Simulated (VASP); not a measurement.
# Ru (P6_3/mmc) in VASP: notebook

Ru is run at these levels: LDA; tasks: single point.

All numbers are computed with VASP 6.6.1; they aren't measurements. Logs are shortened: lines on timing, memory, paths and dates and some standing lists are left out, and cuts for length are marked.

### Step 1. The cell of the first run

It takes space group P6_3/mmc (No. 194, hexagonal). Conventional cell: a = 2.678 Å, b = 2.678 Å, c = 4.218 Å, α = 90.00°, β = 90.00°, γ = 120.00°. Ru (site symmetry -6m2) has 12 Ru at 2.61 to 2.68 Å within 3.4 Å.

### Step 2. Single point, LDA

INCAR reads:

```
SYSTEM = Ru
ALGO = Normal ; EDIFF = 1E-6
ENCUT = 560 ; GGA = CA
GGA_COMPAT = .False. ; ISIF = 2
ISMEAR = -1 ; LASPH = .True.
LCHARG = .False. ; LREAL = .False.
LWAVE = .False. ; NBANDS = 23
NELM = 120 ; PREC = Accurate
SIGMA = 0.03
```

KPOINTS reads:

```
k-points
0
Gamma
  13 13 8
  0 0 0
```

POSCAR reads:

```
Ru
1.0
    2.6775346364      0.0000000000      0.0000000000
   -1.3387673182      2.3188130146      0.0000000000
    0.0000000000      0.0000000000      4.2181251212
Ru
2
Direct
    0.3333333333      0.6666666667      0.2500000000
    0.6666666667      0.3333333333      0.7500000000
```

Potentials or basis: VASP PAW LDA potentials, release 64 (Ru_sv).

The run is started by

```console
> cat potpaw_LDA.64/Ru_sv/POTCAR > POTCAR
> mpirun -np 1 vasp_std > vasp.out
```

OUTCAR:

```text
SYSTEM = Ru
   EDIFF = 1E-6
   ENCUT = 560
   GGA = CA
   ISIF = 2
   ISMEAR = -1
   LASPH = .True.
   LREAL = .False.
   NELM = 120
   PREC = Accurate

 ion  position               nearest neighbor table
   1  0.333  0.667  0.250-   2 2.61   2 2.61   2 2.61   2 2.61   2 2.61   2 2.61
   2  0.667  0.333  0.750-   1 2.61   1 2.61   1 2.61   1 2.61   1 2.61   1 2.61

  LATTYP: Found a hexagonal cell.
 ALAT       =     2.6775346364
 C/A-ratio  =     1.5753764914

  Lattice vectors:

 A1 = (   2.6775346364,   0.0000000000,   0.0000000000)
 A2 = (  -1.3387673182,   2.3188130146,   0.0000000000)
 A3 = (   0.0000000000,   0.0000000000,   4.2181251212)

Analysis of symmetry for initial positions (statically):
=====================================================================
 Subroutine PRICEL returns:
 Original cell was already a primitive cell.

 Routine SETGRP: Setting up the symmetry group for a
 hexagonal supercell.

 Subroutine GETGRP returns: Found 24 space group operations
 (whereof 12 operations were pure point group operations)
 out of a pool of 24 trial point group operations.

The static configuration has the point symmetry D_3d.
 The point group associated with its full space group is D_6h.

Analysis of symmetry for dynamics (positions and initial velocities):
=====================================================================
 Subroutine PRICEL returns:
 Original cell was already a primitive cell.

 Routine SETGRP: Setting up the symmetry group for a
 hexagonal supercell.

 Subroutine GETGRP returns: Found 24 space group operations
 (whereof 12 operations were pure point group operations)
 out of a pool of 24 trial point group operations.

The dynamic configuration has the point symmetry D_3d.
 The point group associated with its full space group is D_6h.

 Subroutine INISYM returns: Found 24 space group operations
 (whereof 12 operations are pure point group operations),
 and found     1 'primitive' translations

----------------------------------------------------------------------------------------

                                     Primitive cell

  volume of cell :      26.1891

  direct lattice vectors                    reciprocal lattice vectors
     2.677534636  0.000000000  0.000000000     0.373477895  0.215627563  0.000000000
    -1.338767318  2.318813015  0.000000000     0.000000000  0.431255127  0.000000000
     0.000000000  0.000000000  4.218125121     0.000000000  0.000000000  0.237072152

  length of vectors
     2.677534636  2.677534636  4.218125121     0.431255127  0.431255127  0.237072152

  position of ions in fractional coordinates (direct lattice)
     0.333333333  0.666666667  0.250000000
     0.666666667  0.333333333  0.750000000

  ion indices of the primitive-cell ions
   primitive index   ion index
                 1           1
                 2           2

----------------------------------------------------------------------------------------

 KPOINTS: k-points

Automatic generation of k-mesh.
 Grid dimensions read from file:
 generate k-points for:   13   13    8

 Generating k-lattice:

  Cartesian coordinates                     Fractional coordinates (reciprocal lattice)
     0.028729069  0.016586736  0.000000000     0.076923077  0.000000000  0.000000000
     0.000000000  0.033173471  0.000000000     0.000000000  0.076923077  0.000000000
     0.000000000  0.000000000  0.029634019     0.000000000  0.000000000  0.125000000

  Length of vectors
     0.033173471  0.033173471  0.029634019

  Shift w.r.t. Gamma in fractional coordinates (k-lattice)
     0.000000000  0.000000000  0.000000000

 Subroutine IBZKPT returns following result:
 ===========================================

 Found    105 irreducible k-points:

 Following reciprocal coordinates:
            Coordinates               Weight
  0.000000  0.000000  0.000000      1.000000
  0.076923  0.000000  0.000000      6.000000
  0.153846  0.000000  0.000000      6.000000
  0.230769  0.000000  0.000000      6.000000
  0.307692  0.000000  0.000000      6.000000
  0.384615  0.000000  0.000000      6.000000
[... 16 lines left out ...]
  0.076923  0.000000  0.125000     12.000000
  0.153846  0.000000  0.125000     12.000000
 [... further k-points ...]
   k-points           NKPTS =    105   k-points in BZ     NKDIM =    105   number of bands    NBANDS=     23
   number of dos      NEDOS =    301   number of ions     NIONS =      2
   total plane-waves  NPLWV =  20736
   dimension x,y,z NGX =    24 NGY =   24 NGZ =   36
   dimension x,y,z NGXF=    48 NGYF=   48 NGZF=   72
   ions per type =               2
   NGX,Y,Z   is equivalent  to a cutoff of  14.90, 14.90, 14.19 a.u.
   NGXF,Y,Z  is equivalent  to a cutoff of  29.80, 29.80, 28.38 a.u.
 SYSTEM =  Ru
   PREC   = accura    normal or accurate (medium, high low for compatibility)
   ISTART =      0    job   : 0-new  1-cont  2-samecut
   ICHARG =      2    charge: 1-file 2-atom 10-const
   ISPIN  =      1    spin polarized calculation?
   LNONCOLLINEAR =      F non collinear calculations
   LSORBIT =      F    spin-orbit coupling
   LASPH  =      T    aspherical Exc in radial PAW
   ENCUT  =  560.0 eV  41.16 Ry    6.42 a.u.   5.17  5.17  8.14*2*pi/ulx,y,z
   NELM   =    120;   NELMIN=  2; NELMDL= -5     # of ELM steps
   EDIFF  = 0.1E-05   stopping-criterion for ELM
   LREAL  =      F    real-space projection
   EDIFFG = 0.1E-04   stopping-criterion for IOM
   NSW    =      0    number of steps for IOM
   IBRION =     -1    ionic relax: 0-MD 1-quasi-New 2-CG
   NFREE  =      0    steps in history (QN), initial steepest desc. (CG)
   ISIF   =      2    stress and relaxation
   ISYM   =      2    0-nonsym 1-usesym 2-fastsym
   POTIM  = 0.5000    time-step for ionic-motion
   TEBEG  =    0.0;   TEEND  =   0.0 temperature during run
   PSTRESS=    0.0 pullay stress
   NELECT =      32.0000    total number of electrons
   NUPDOWN=      -1.0000    fix difference up-down
   EMIN   =  10.00;   EMAX   =-10.00  energy-range for DOS
   EFERMI =   0.00;   METHOD = LEGACY
   ISMEAR =    -1;   SIGMA  =   0.03  broadening in eV -4-tet -1-fermi 0-gaus
   EFERMI_NEDOS =   21; number of points for ismear=-14 and -15
   IALGO  =     38    algorithm
   IMIX   =      4    mixing-type and parameters
     AMIX     =   0.40;   BMIX     =  1.00
     AMIX_MAG =   1.60;   BMIX_MAG =  1.00
  volume/ion in A,a.u.               =      13.09        88.37
  Fermi-wavevector in a.u.,A,eV,Ry     =   1.750188  3.307376 41.676800  3.063158
  Thomas-Fermi vector in A             =   2.820956
   LORBIT       =      0    0 simple, 1 ext, 2 COOP (PROOUT), +10 PAW based schemes
   GGA     = CA    functional components
   LHFCALC =     F    Hartree Fock is set to
   AEXX    =    0.0000 exact exchange contribution
   IVDW    =     0    specifies the selected vdW correction
   LEPSILON=     F    determine dielectric tensor
   LRPA    =     F    only Hartree local field effects (RPA)
 non-spin polarized calculation
  energy-cutoff  :      560.00
  volume of cell :       26.19
 maximum number of plane-waves:       808
 NGX is ok and might be reduce to    24
   NGX = 11   NGY = 11   NGZ = 17

 number of electron      32.0000001 magnetization

 Free energy of the ion-electron system (eV)
  ---------------------------------------------------
  ext. energy  EPLUGINS =         0.00000000
  ---------------------------------------------------
  free energy    TOTEN  =       -21.40100025 eV

  energy without entropy =      -21.39702820  energy(sigma->0) =      -21.39901423

 E-fermi :  15.7619     XC(G=0): -14.7411

 val. band max:       15.7568611210   @ k =   0.0769   0.0000   0.3750
 cond. band min:      15.7861215841   @ k =   0.3077   0.1538   0.2500
 fundamental gap:      0.0292604630
 Fermi energy:        15.7619106850

 k-point     1 :       0.0000    0.0000    0.0000
  band No.  band energies     occupation
      1     -57.1099      2.00000
      2     -56.8622      2.00000
      3     -27.9002      2.00000
      4     -26.8309      2.00000
      5     -26.8309      2.00000
      6     -26.6331      2.00000
[... 15 lines left out ...]
     22      30.5697      0.00000
     23      33.1792      0.00000

 k-point     2 :       0.0769    0.0000    0.0000
  band No.  band energies     occupation
      1     -57.0997      2.00000
      2     -56.8584      2.00000
      3     -27.8771      2.00000
      4     -26.8797      2.00000
      5     -26.8475      2.00000
      6     -26.6837      2.00000
[... 15 lines left out ...]
     22      30.9741      0.00000
     23      33.4397      0.00000

 k-point     3 :       0.1538    0.0000    0.0000
  band No.  band energies     occupation
      1     -57.0710      2.00000
      2     -56.8482      2.00000
      3     -27.8105      2.00000
      4     -27.0147      2.00000
      5     -26.8921      2.00000
      6     -26.8215      2.00000
[... 15 lines left out ...]
     22      31.7785      0.00000
     23      33.9193      0.00000

 k-point     4 :       0.2308    0.0000    0.0000
  band No.  band energies     occupation
      1     -57.0289      2.00000
      2     -56.8353      2.00000
      3     -27.7081      2.00000
      4     -27.2049      2.00000
      5     -27.0097      2.00000
      6     -26.9525      2.00000
[... 15 lines left out ...]
     22      30.8305      0.00000
     23      32.9319      0.00000

 k-point     5 :       0.3077    0.0000    0.0000
  band No.  band energies     occupation
      1     -56.9808      2.00000
      2     -56.8245      2.00000
      3     -27.5828      2.00000
      4     -27.4066      2.00000
      5     -27.2027      2.00000
      6     -27.0140      2.00000
[... 15 lines left out ...]
     22      28.3594      0.00000
     23      31.6279      0.00000

 k-point     6 :       0.3846    0.0000    0.0000
  band No.  band energies     occupation
      1     -56.9364      2.00000
      2     -56.8199      2.00000
      3     -27.5731      2.00000
      4     -27.4548      2.00000
      5     -27.3578      2.00000
      6     -27.0636      2.00000
[... 15 lines left out ...]
     22      26.6978      0.00000
     23      29.9953      0.00000

 k-point     7 :       0.4615    0.0000    0.0000
  band No.  band energies     occupation
      1     -56.9073      2.00000
      2     -56.8214      2.00000
      3     -27.6667      2.00000
      4     -27.4438      2.00000
      5     -27.3610      2.00000
      6     -27.0911      2.00000
[... 353 lines left out ...]
     22      28.7252      0.00000
     23      30.2148      0.00000

 k-point    21 :       0.3077    0.3077    0.0000
  band No.  band energies     occupation
      1     -56.8602      2.00000
      2     -56.8363      2.00000
      3     -27.5317      2.00000
      4     -27.3534      2.00000
      5     -27.2876      2.00000
      6     -27.1830      2.00000
[... 15 lines left out ...]
     22      29.4591      0.00000
     23      30.9482      0.00000

 k-point    22 :       0.0000    0.0000    0.1250
  band No.  band energies     occupation
      1     -57.1006      2.00000
      2     -56.8718      2.00000
      3     -27.8524      2.00000
      4     -26.8235      2.00000
      5     -26.8235      2.00000
      6     -26.6407      2.00000
[... 15 lines left out ...]
     22      30.2115      0.00000
     23      33.3605      0.00000

 k-point    23 :       0.0769    0.0000    0.1250
  band No.  band energies     occupation
      1     -57.0907      2.00000
      2     -56.8678      2.00000
      3     -27.8317      2.00000
      4     -26.8710      2.00000
      5     -26.8397      2.00000
      6     -26.7110      2.00000
[... 15 lines left out ...]
     22      30.6178      0.00000
     23      33.6528      0.00000

 k-point    24 :       0.1538    0.0000    0.1250
  band No.  band energies     occupation
      1     -57.0627      2.00000
      2     -56.8568      2.00000
      3     -27.7731      2.00000
      4     -27.0020      2.00000
      5     -26.8834      2.00000
      6     -26.8550      2.00000
[... 15 lines left out ...]
     22      31.5209      0.00000
     23      33.8876      0.00000

 [... further k-points ...]
[... 5 lines left out ...]
  --------------------------------------------------------------------------------------
  -------------------------------------------------------------------------------------
  Total        0.0861085      0.0861085     -0.0035838      0.0000000      0.0000000     -0.0000000
  in kB        5.2678845      5.2678845     -0.2192452      0.0000000      0.0000000     -0.0000000
  external PRESSURE =       3.4388413 kB  Pullay stress =       0.0000000 kB

 VOLUME and BASIS-vectors are now :
 -----------------------------------------------------------------------------
  energy-cutoff  :      560.00
  volume of cell :       26.19
      direct lattice vectors                 reciprocal lattice vectors
     2.677534636  0.000000000  0.000000000     0.373477895  0.215627563  0.000000000
    -1.338767318  2.318813015  0.000000000     0.000000000  0.431255127  0.000000000
     0.000000000  0.000000000  4.218125121     0.000000000  0.000000000  0.237072152

 POSITION                                       TOTAL-FORCE (eV/Angst)
 -----------------------------------------------------------------------------------
     -0.00000      1.54588      1.05453         0.000000     -0.000000      0.000000
      1.33877      0.77294      3.16359        -0.000000      0.000000      0.000000
 -----------------------------------------------------------------------------------
    total drift:                               -0.000000      0.000000     -0.000000

  FREE ENERGIE OF THE ION-ELECTRON SYSTEM (eV)
  ---------------------------------------------------
  free  energy   TOTEN  =       -21.4010002545 eV

  energy  without entropy=      -21.3970281967  energy(sigma->0) =      -21.39901423
```

Run time: 29 s. Hardware: 1 thread of AMD EPYC 9R45 (Zen 5), shared host; peak memory 0.14 GiB.

What came out:

* Free energy: -21.4010 eV
* Pressure: 0.3 GPa
* Band gap on the k mesh: zero (bands 16 and 17 overlap by 3.28 eV)

### Step 3. Single point, LDA

INCAR reads:

```
PREC = Accurate
ENCUT = 560
EDIFF = 1E-6
ISMEAR = -1
SIGMA = 0.1
LREAL = F
LASPH = T
NELM = 120
ALGO = Normal
ISIF = 2
LWAVE = F
LCHARG = F
NBANDS = 23
GGA_COMPAT = F
```

KPOINTS reads:

```
Automatic mesh
0
Gamma
  11 11 6
```

POSCAR is that of step 2.

Potentials or basis: VASP PAW LDA potentials, release 64 (Ru_sv).

The run is started by

```console
> cat potpaw_LDA.64/Ru_sv/POTCAR > POTCAR
> mpirun -np 1 vasp_std > vasp.out
```

It took 37 s on 1 thread of AMD EPYC 7R43 (Zen 3), shared host; peak memory 0.12 GiB.

The run converged. Its results:

| Quantity | Value |
| --- | --- |
| Free energy | -21.4180 eV |
| Pressure | 0.6 GPa |
| Band gap on the k mesh | zero (bands 16 and 17 overlap by 3.28 eV) |

Stress tensor (GPa, compression positive):
```
-0.06  0.00  0.00
 0.00 -0.06  0.00
 0.00  0.00  2.01
```

Levels at points of the mesh, in eV from the Fermi level:
```
           k point  band 12  band 13  band 14  band 15  band 16  band 17  band 18  band 19  band 20  band 21
(0.00, 0.00, 0.00)    -2.72    -2.48    -1.98    -1.98    -1.46    -1.46     1.31     1.31     1.44    10.78
(0.00, 0.00, 0.50)    -2.90    -2.90    -2.90    -2.77    -2.77     0.64     0.64     0.64     0.64    14.50
```

### Step 4. Single point, LDA

INCAR reads:

```
SYSTEM = Ru
  PREC = Accurate
  ENCUT = 560
  EDIFF = 1E-6
  ISMEAR = 0
  SIGMA = 0.1
  LREAL = .FALSE.
  LASPH = .TRUE.
  NELM = 120
  ALGO = Normal
  ISIF = 2
  LWAVE = .FALSE.
  LCHARG = .FALSE.
  GGA = CA
  NBANDS = 23
  GGA_COMPAT = .FALSE.
```

KPOINTS reads:

```
regular mesh
0
G
  13 13 8
  0 0 0
```

POSCAR is that of step 3.

Potentials or basis: VASP PAW LDA potentials, release 64 (Ru_sv).

The run is started by

```console
> cat potpaw_LDA.64/Ru_sv/POTCAR > POTCAR
> mpirun -np 1 vasp_std > vasp.out
```

OUTCAR:

```text
SYSTEM = Ru
   PREC = Accurate
   ENCUT = 560
   EDIFF = 1E-6
   ISMEAR = 0
   LREAL = .FALSE.
   LASPH = .TRUE.
   NELM = 120
   ISIF = 2
   GGA = CA

 ion  position               nearest neighbor table
   1  0.333  0.667  0.250-   2 2.61   2 2.61   2 2.61   2 2.61   2 2.61   2 2.61
   2  0.667  0.333  0.750-   1 2.61   1 2.61   1 2.61   1 2.61   1 2.61   1 2.61

  LATTYP: Found a hexagonal cell.
 ALAT       =     2.6775346364
 C/A-ratio  =     1.5753764914

  Lattice vectors:

 A1 = (   2.6775346364,   0.0000000000,   0.0000000000)
 A2 = (  -1.3387673182,   2.3188130146,   0.0000000000)
[... 192 lines left out ...]
      5     -26.8303      2.00000
      6     -26.6325      2.00000
[... 613 lines left out ...]
     22      31.5210      0.00000
     23      33.8875      0.00000

 [... further k-points ...]
[... 5 lines left out ...]
  --------------------------------------------------------------------------------------
  -------------------------------------------------------------------------------------
  Total        0.0868368      0.0868368     -0.0011792      0.0000000      0.0000000      0.0000000
  in kB        5.3124426      5.3124426     -0.0721377      0.0000000      0.0000000      0.0000000
  external PRESSURE =       3.5175825 kB  Pullay stress =       0.0000000 kB

 VOLUME and BASIS-vectors are now :
 -----------------------------------------------------------------------------
  energy-cutoff  :      560.00
  volume of cell :       26.19
      direct lattice vectors                 reciprocal lattice vectors
     2.677534636  0.000000000  0.000000000     0.373477895  0.215627563  0.000000000
    -1.338767318  2.318813015  0.000000000     0.000000000  0.431255127  0.000000000
     0.000000000  0.000000000  4.218125121     0.000000000  0.000000000  0.237072152

 POSITION                                       TOTAL-FORCE (eV/Angst)
 -----------------------------------------------------------------------------------
     -0.00000      1.54588      1.05453         0.000000     -0.000000      0.000000
      1.33877      0.77294      3.16359        -0.000000      0.000000      0.000000
 -----------------------------------------------------------------------------------
    total drift:                               -0.000000      0.000000     -0.000000

  FREE ENERGIE OF THE ION-ELECTRON SYSTEM (eV)
  ---------------------------------------------------
  free  energy   TOTEN  =       -21.4023381090 eV

  energy  without entropy=      -21.3953263927  energy(sigma->0) =      -21.39883225
```

OSZICAR:

```text
N       E                     dE             d eps       ncg     rms          rms(c)
DAV:   1     0.453120862890E+03    0.45312E+03   -0.22029E+04  4838   0.173E+03
DAV:   2    -0.990287131259E+01   -0.46302E+03   -0.44553E+03  5481   0.562E+02
DAV:   3    -0.226757621371E+02   -0.12773E+02   -0.12512E+02  5720   0.105E+02
DAV:   4    -0.227903210534E+02   -0.11456E+00   -0.11452E+00  5446   0.107E+01
DAV:   5    -0.227919477125E+02   -0.16267E-02   -0.16266E-02  5796   0.123E+00    0.279E+01
DAV:   6    -0.214786475799E+02    0.13133E+01   -0.30108E+00  5341   0.171E+01    0.573E+00
DAV:   7    -0.214118279058E+02    0.66820E-01   -0.14153E-01  5719   0.302E+00    0.136E+00
DAV:   8    -0.214023398981E+02    0.94880E-02   -0.85863E-03  5180   0.115E+00    0.182E-01
DAV:   9    -0.214023381578E+02    0.17403E-05   -0.14974E-04  5915   0.133E-01    0.789E-02
DAV:  10    -0.214023383552E+02   -0.19739E-06   -0.13766E-05  5341   0.309E-02    0.662E-03
DAV:  11    -0.214023381090E+02    0.24615E-06   -0.12728E-06  3661   0.123E-02
   1 F= -.21402338E+02 E0= -.21398832E+02  d E =-.701172E-02
```

Run time: 20 s. Hardware: 1 thread of Intel Xeon 6975P-C (Granite Rapids), shared host; peak memory 0.17 GiB.

What came out:

```yaml
Free_energy: -21.4023 eV
Pressure: 0.4 GPa
Band_gap_on_the_k_mesh: zero (bands 16 and 17 overlap by 3.28 eV)
```

### Step 5. Summary

```tsv
k mesh	smearing	gap on the mesh (eV)	pressure (GPa)
13 × 13 × 8	fermi-dirac 0.03 eV	none	0.3
11 × 11 × 6	fermi-dirac 0.1 eV	none	0.6
13 × 13 × 8	gaussian 0.1 eV	none	0.4
```

Alike in all rows: task single point; level LDA; potentials or basis VASP PAW LDA potentials, release 64 (Ru_sv); no spin polarisation; cell as given; cutoff (eV) 560.

Absolute energies hang on the potentials; compare differences alone.

The gap in the log of VASP goes by the Fermi energy; the results here count the filled bands.